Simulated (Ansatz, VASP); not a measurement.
# Two plane-wave programs on Cu5SnO2

```
Cu Sn O
1.0
     4.31489    0.00000    0.00000
     0.00000    4.31489    0.00000
     0.00000    0.00000    6.36305
Cu Sn O
5 1 2
Cartesian
  2.1574 0.0000 1.9992
  2.1574 0.0000 4.3639
  0.0000 2.1574 1.9992
  0.0000 2.1574 4.3639
  2.1574 2.1574 3.1815
  0.0000 0.0000 0.0000
  2.1574 0.0000 0.0000
  0.0000 2.1574 0.0000
```

Alike in both runs: functional PBE; k mesh 4 × 4 × 3; occupations gaussian, width 0.2 eV; collinear spin.

Ansatz relaxed the structure, and its values are those at the end. VASP's run is a single point on that final structure, the one shown.

```csv
,VASP,Ansatz
version,VASP 6.6.1,Ansatz 0.2.0
potentials or method,"VASP PAW PBE potentials, release 64 (Cu, Sn_d, O), cutoff 520 eV","scalar-relativistic, plane waves, PAW"
valence electrons in the cell,81,121
```

Ansatz gave:

```
gap on the k mesh at the Fermi level (eV) : none
pressure (GPa)                            : 0.4
rms of the force components (eV/Å)        : 0.003
net moment per atom (μB)                  : 0.00
```

Question: Which values does VASP return?

Answer: gap on the k mesh at the Fermi level (eV): none; pressure (GPa): 0.8; rms of the force components (eV/Å): 0.004; net moment per atom (μB): 0.00.

A gap of «none» marks a metal or a gap that the smearing closes. VASP's potentials hold 81 valence electrons a cell and Ansatz's 121, so a difference there can come from the potentials and not from the codes. Ansatz's warnings: seeded moment not kept.

The k mesh is coarse, so the values compare programs but aren't converged.
